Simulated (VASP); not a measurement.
# Os (P6_3/mmc) in VASP: further runs

Aim: see how the results for Os move with the level of theory and the settings. Levels: PBEsol, PBE. Tasks: single point, relaxation of cell and atoms.

All numbers are computed with VASP 6.6.1; they aren't measurements. Logs are shortened: lines on timing, memory, paths and dates and some standing lists are left out, and cuts for length are marked.

**1. The cell of the first run**

The structure is hexagonal, space group P6_3/mmc (No. 194). The conventional cell has a = 2.788 Å, b = 2.788 Å, c = 4.404 Å, α = 90.00°, β = 90.00°, γ = 120.00°. Os (site symmetry -6m2) has 12 Os at 2.73 to 2.79 Å within 3.6 Å.

**2. Single point, PBEsol**

Contents of INCAR:

```
SYSTEM = Os
ALGO = Fast ; EDIFF = 1E-6
ENCUT = 520 ; GGA = PS
ISIF = 2 ; ISMEAR = -1
LASPH = .TRUE. ; LCHARG = .TRUE.
LELF = .TRUE. ; LREAL = .FALSE.
LVHAR = .TRUE. ; LWAVE = .FALSE.
NBANDS = 15 ; NELM = 80
PREC = Accurate ; SIGMA = 0.05
```

Contents of KPOINTS:

```
k-points
0
G
  11 11 6
  0 0 0
```

Contents of POSCAR:

```
Os
1.0
    2.7877234178      0.0000000000      0.0000000000
   -1.3938617089      2.4142392985      0.0000000000
    0.0000000000      0.0000000000      4.4044215090
Os
2
Direct
    0.6666666667      0.3333333333      0.7500000000
    0.3333333333      0.6666666667      0.2500000000
```

Potentials or basis: VASP PAW PBE potentials, release 64 (Os).

The run is started by

```sh
$ cat potpaw_PBE.64/Os/POTCAR > POTCAR
$ mpirun -np 1 vasp_std > vasp.out
```

OUTCAR:

```text
SYSTEM = Os
   EDIFF = 1E-6
   ENCUT = 520
   GGA = PS
   ISIF = 2
   ISMEAR = -1
   LASPH = .TRUE.
   LREAL = .FALSE.
   NELM = 80
   PREC = Accurate

 ion  position               nearest neighbor table
   1  0.667  0.333  0.750-   2 2.73   2 2.73   2 2.73   2 2.73   2 2.73   2 2.73
   2  0.333  0.667  0.250-   1 2.73   1 2.73   1 2.73   1 2.73   1 2.73   1 2.73

  LATTYP: Found a hexagonal cell.
 ALAT       =     2.7877234178
 C/A-ratio  =     1.5799348963

  Lattice vectors:

 A1 = (   2.7877234178,   0.0000000000,   0.0000000000)
 A2 = (  -1.3938617089,   2.4142392985,   0.0000000000)
 A3 = (   0.0000000000,   0.0000000000,   4.4044215090)

Analysis of symmetry for initial positions (statically):
=====================================================================
 Subroutine PRICEL returns:
 Original cell was already a primitive cell.

 Routine SETGRP: Setting up the symmetry group for a
 hexagonal supercell.

 Subroutine GETGRP returns: Found 24 space group operations
 (whereof 12 operations were pure point group operations)
 out of a pool of 24 trial point group operations.

The static configuration has the point symmetry D_3d.
 The point group associated with its full space group is D_6h.

Analysis of symmetry for dynamics (positions and initial velocities):
=====================================================================
 Subroutine PRICEL returns:
 Original cell was already a primitive cell.

 Routine SETGRP: Setting up the symmetry group for a
 hexagonal supercell.

 Subroutine GETGRP returns: Found 24 space group operations
 (whereof 12 operations were pure point group operations)
 out of a pool of 24 trial point group operations.

The dynamic configuration has the point symmetry D_3d.
 The point group associated with its full space group is D_6h.

 Subroutine INISYM returns: Found 24 space group operations
 (whereof 12 operations are pure point group operations),
 and found     1 'primitive' translations

----------------------------------------------------------------------------------------

                                     Primitive cell

  volume of cell :      29.6428

  direct lattice vectors                    reciprocal lattice vectors
     2.787723418  0.000000000  0.000000000     0.358715644  0.207104573  0.000000000
    -1.393861709  2.414239299  0.000000000     0.000000000  0.414209147  0.000000000
     0.000000000  0.000000000  4.404421509     0.000000000  0.000000000  0.227044573

[... 93 lines left out ...]
   PSTRESS=    0.0 pullay stress
   NELECT =      16.0000    total number of electrons
   NUPDOWN=      -1.0000    fix difference up-down
   EMIN   =  10.00;   EMAX   =-10.00  energy-range for DOS
   EFERMI =   0.00;   METHOD = LEGACY
   ISMEAR =    -1;   SIGMA  =   0.05  broadening in eV -4-tet -1-fermi 0-gaus
   EFERMI_NEDOS =   21; number of points for ismear=-14 and -15
   IALGO  =     68    algorithm
   IMIX   =      4    mixing-type and parameters
     AMIX     =   0.40;   BMIX     =  1.00
     AMIX_MAG =   1.60;   BMIX_MAG =  1.00
  volume/ion in A,a.u.               =      14.82       100.02
  Fermi-wavevector in a.u.,A,eV,Ry     =   1.332934  2.518879 24.173636  1.776712
  Thomas-Fermi vector in A             =   2.461831
   LORBIT       =      0    0 simple, 1 ext, 2 COOP (PROOUT), +10 PAW based schemes
   GGA     = PS    functional components
   LHFCALC =     F    Hartree Fock is set to
   AEXX    =    0.0000 exact exchange contribution
   IVDW    =     0    specifies the selected vdW correction
   LEPSILON=     F    determine dielectric tensor
   LRPA    =     F    only Hartree local field effects (RPA)
 non-spin polarized calculation
 RMM-DIIS sequential band-by-band and
  energy-cutoff  :      520.00
  volume of cell :       29.64
 maximum number of plane-waves:       813
 NGX is ok and might be reduce to    24
   NGX = 11   NGY = 11   NGZ = 17

 number of electron      15.9999998 magnetization

 Free energy of the ion-electron system (eV)
  ---------------------------------------------------
  ext. energy  EPLUGINS =         0.00000000
  ---------------------------------------------------
  free energy    TOTEN  =       -24.33191235 eV

  energy without entropy =      -24.31741297  energy(sigma->0) =      -24.32466266

 E-fermi :   8.4026     XC(G=0): -13.8250

 val. band max:        8.3811049268   @ k =   0.3636  -0.0000   0.3333
 cond. band min:       8.4508355827   @ k =   0.0000   0.0000   0.0000
 fundamental gap:      0.0697306559
 Fermi energy:         8.4025768609

 k-point     1 :       0.0000    0.0000    0.0000
  band No.  band energies     occupation
      1      -2.0212      2.00000
      2       1.1661      2.00000
      3       5.6429      2.00000
      4       5.6429      2.00000
      5       5.8645      2.00000
      6       6.4104      2.00000
      7       6.4104      2.00000
      8       7.0062      2.00000
      9       7.0062      2.00000
     10       8.4508      0.55169
     11       9.9959      0.00000
     12       9.9959      0.00000
     13      16.8111      0.00000
     14      22.4950      0.00000
[... 401 lines left out ...]
      2       2.6828      2.00000
      3       4.0151      2.00000
      4       4.2414      2.00000
      5       5.4119      2.00000
      6       5.9755      2.00000
      7       6.4897      2.00000
      8       7.3838      2.00000
      9       7.9450      1.99979
     10       8.2866      1.82090
     11      10.3787      0.00000
     12      13.5492      0.00000
     13      18.3540      0.00000
     14      22.8467      0.00000
     15      24.0087      0.00000

 [... further k-points ...]

------------------------ aborting loop because EDIFF is reached ----------------------------------------

  FORCE on cell =-STRESS in cart. coord.  units (eV):
  Direction    XX          YY          ZZ          XY          YZ          ZX
  --------------------------------------------------------------------------------------
  -------------------------------------------------------------------------------------
  Total       -4.3495736     -4.3495736     -4.6429674     -0.0000000     -0.0000000      0.0000000
  in kB     -235.0922944   -235.0922944   -250.9500815     -0.0000000     -0.0000000      0.0000000
  external PRESSURE =    -240.3782234 kB  Pullay stress =       0.0000000 kB

 VOLUME and BASIS-vectors are now :
 -----------------------------------------------------------------------------
  energy-cutoff  :      520.00
  volume of cell :       29.64
      direct lattice vectors                 reciprocal lattice vectors
     2.787723418  0.000000000  0.000000000     0.358715644  0.207104573  0.000000000
    -1.393861709  2.414239299  0.000000000     0.000000000  0.414209147  0.000000000
     0.000000000  0.000000000  4.404421509     0.000000000  0.000000000  0.227044573

 POSITION                                       TOTAL-FORCE (eV/Angst)
 -----------------------------------------------------------------------------------
      1.39386      0.80475      3.30332        -0.000000      0.000000      0.000000
     -0.00000      1.60949      1.10111         0.000000     -0.000000      0.000000
 -----------------------------------------------------------------------------------
    total drift:                               -0.000000      0.000000     -0.000000

  FREE ENERGIE OF THE ION-ELECTRON SYSTEM (eV)
  ---------------------------------------------------
  free  energy   TOTEN  =       -24.3319123460 eV

  energy  without entropy=      -24.3174129714  energy(sigma->0) =      -24.32466266
```

stdout:

```text
POSCAR found type information on POSCAR Os
 POSCAR found :  1 types and       2 ions
 scaLAPACK will be used
 -----------------------------------------------------------------------------
|                                                                             |
|                                                                             |
|     You enforced a specific xc type in the INCAR file but a different       |
|     I HOPE YOU KNOW WHAT YOU ARE DOING!                                     |
|                                                                             |
 -----------------------------------------------------------------------------

 LDA part: xc-table for (Slater+PW92), standard interpolation
 POSCAR, INCAR and KPOINTS ok, starting setup
 FFT: planning ... GRIDC
 FFT: planning ... GRID_SOFT
 FFT: planning ... GRID
 WAVECAR not read
 entering main loop
```

It took 34 s on 1 thread of Intel Xeon 8259CL, shared host; peak memory 0.16 GiB.

Results:

* Free energy: -24.3319 eV
* Pressure: -24.0 GPa
* Band gap on the k mesh: zero (bands 8 and 9 overlap by 3.55 eV)

Levels at points of the mesh, in eV from the Fermi level:
| k point | band 6 | band 7 | band 8 | band 9 | band 10 | band 11 |
| --- | --- | --- | --- | --- | --- | --- |
| (0.00, 0.00, 0.00) | -1.99 | -1.99 | -1.40 | -1.40 | 0.05 | 1.59 |
| (0.00, 0.00, 0.50) | -2.94 | -2.94 | -2.94 | 0.85 | 0.85 | 0.85 |

Caveat: the cell stands under tension; the PAW data sets were made with another functional, which shifts forces and pressure a little; spin-orbit coupling is left out, which moves the levels of the heavy elements.

**3. Relaxation of cell and atoms, PBE**

This run uses another cell than the first one, of 13.98 Å³/atom.

Contents of INCAR:

```
SYSTEM = Os
PREC = Accurate
ENCUT = 600
EDIFF = 1E-6
ISMEAR = -1
SIGMA = 0.05
LREAL = .False.
LASPH = .True.
NELM = 100
ALGO = Fast
ISIF = 3
LWAVE = .False.
LCHARG = .False.
GGA = PE
IBRION = 2
NSW = 60
EDIFFG = -0.01
```

Contents of KPOINTS:

```
Automatic mesh
0
Gamma
  11 11 6
  0 0 0
```

Contents of POSCAR:

```
Os
1.0
    2.7341000000      0.0000000000      0.0000000000
   -1.3670500000      2.3678000565      0.0000000000
    0.0000000000      0.0000000000      4.3197000000
Os
2
Direct
    0.6666666667      0.3333333333      0.7500000000
    0.3333333333      0.6666666667      0.2500000000
```

Potentials or basis: VASP PAW PBE potentials, release 64 (Os).

The run is started by

```sh
$ cat potpaw_PBE.64/Os/POTCAR > POTCAR
$ mpirun -np 1 vasp_std > vasp.out
```

It took 2.8 min on 1 thread of Intel Xeon 8259CL, shared host; peak memory 0.18 GiB.

It converged, with:

```
Free energy                           : -22.4913 eV
Relaxed volume                        : 14.28 Å³/atom
Relaxed cell                          : a = 2.754 Å, b = 2.754 Å, c = 4.348 Å, α = 90.00°, β = 90.00°, γ = 120.00°
Space group after relaxing (to 0.1 Å) : P6_3/mmc (No. 194)
Energy gained by relaxing             : 8.1 meV/atom
Ionic steps                           : 9
Pressure after relaxing               : 0.0 GPa
Band gap on the k mesh                : zero (bands 8 and 9 overlap by 3.76 eV)
```

Step by step:
```csv
step,energy change (eV),largest force (eV/Å),pressure (GPa),volume (Å³)
1,0.0000,0.0000,9.02,27.96
2,0.2568,0.0000,-29.37,31.27
3,-0.0162,0.0000,-0.38,28.58
4,-0.0163,0.0000,-0.02,28.56
5,-0.0163,0.0000,0.17,28.55
6,-0.0163,0.0000,0.16,28.55
7,-0.0163,0.0000,0.17,28.55
8,-0.0162,0.0000,-0.50,28.60
9,-0.0163,0.0000,0.02,28.56
```

Final structure:
```
Os
1.0
     2.75388    0.00000    0.00000
    -1.37694    2.38493    0.00000
     0.00000    0.00000    4.34834
Os
2
Direct
  0.66667 0.33333 0.75000
  0.33333 0.66667 0.25000
```

Levels at points of the mesh, in eV from the Fermi level:
| k point | band 6 | band 7 | band 8 | band 9 | band 10 | band 11 |
| --- | --- | --- | --- | --- | --- | --- |
| (0.00, 0.00, 0.00) | -2.10 | -2.10 | -1.48 | -1.48 | 0.07 | 1.68 |
| (0.00, 0.00, 0.50) | -3.11 | -3.11 | -3.11 | 0.91 | 0.91 | 0.91 |

Caveat: spin-orbit coupling is left out, which moves the levels of the heavy elements. Zero-point motion and thermal expansion aren't in these numbers.

(Part 1 of 2 ends here.)

The gap in the log of VASP goes by the Fermi energy; the results here count the filled bands.